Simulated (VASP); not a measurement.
Crystal: Be2Pd.

```xyz
6
Lattice="4.5961 0.0000 0.0000 0.0000 4.5961 0.0000 0.0000 0.0000 2.9604" Properties=species:S:1:pos:R:3 pbc="T T T"
Be    1.4064    1.4064    0.0000
Be    0.8916    3.7045    1.4802
Be    3.1897    3.1897    0.0000
Be    3.7045    0.8916    1.4802
Pd    0.0000    0.0000    0.0000
Pd    2.2981    2.2981    1.4802
```

| Item | Value |
| --- | --- |
| Program | VASP 6.6.1 |
| Task | relaxation of cell and atoms |
| Functional | PBE |
| Potentials or basis | VASP PAW PBE potentials, release 64 (Be, Pd) |
| Cutoff | 600 eV |
| k mesh | 4 × 4 × 6 |
| Occupations | gaussian, width 0.1 eV |
| Spin | no spin polarisation |

At the start: pressure 68.3 GPa; volume 10.42 Å³/atom.

Problem. How do energy, volume and symmetry change on relaxing?

Solution. Over 8 steps the energy falls by 750.2 meV/atom and the volume is 15.14 Å³/atom (+45.3 %); space group P4_2/mnm (No. 136, to 0.1 Å) before and after.

Step by step:
```csv
step,energy change (eV),largest force (eV/Å),pressure (GPa),volume (Å³)
1,0.0000,1.5099,68.30,62.54
2,-3.4268,0.6540,-11.38,111.85
3,-4.4493,0.4946,1.18,89.42
4,-4.4497,0.5076,0.53,90.04
5,-4.4967,0.1542,-0.29,91.09
6,-4.5002,0.0366,-0.52,91.46
7,-4.5002,0.0278,-0.54,91.49
8,-4.5012,0.0013,0.11,90.84
```

Final structure:
```yaml
crystal:
  lattice:
    - [5.18072, 0.00000, 0.00000]
    - [0.00000, 5.18072, 0.00000]
    - [0.00000, 0.00000, 3.38456]
  atoms:
    - { symbol: Be, position: [0.30294, 0.30294, 0.00000] }
    - { symbol: Be, position: [0.19706, 0.80294, 0.50000] }
    - { symbol: Be, position: [0.69706, 0.69706, 0.00000] }
    - { symbol: Be, position: [0.80294, 0.19706, 0.50000] }
    - { symbol: Pd, position: [0.00000, 0.00000, 0.00000] }
    - { symbol: Pd, position: [0.50000, 0.50000, 0.50000] }
```

Caveat: the volume moved by over 15 % at a fixed basis, so the end points are rough; the highest band is partly filled, so the run has too few bands.
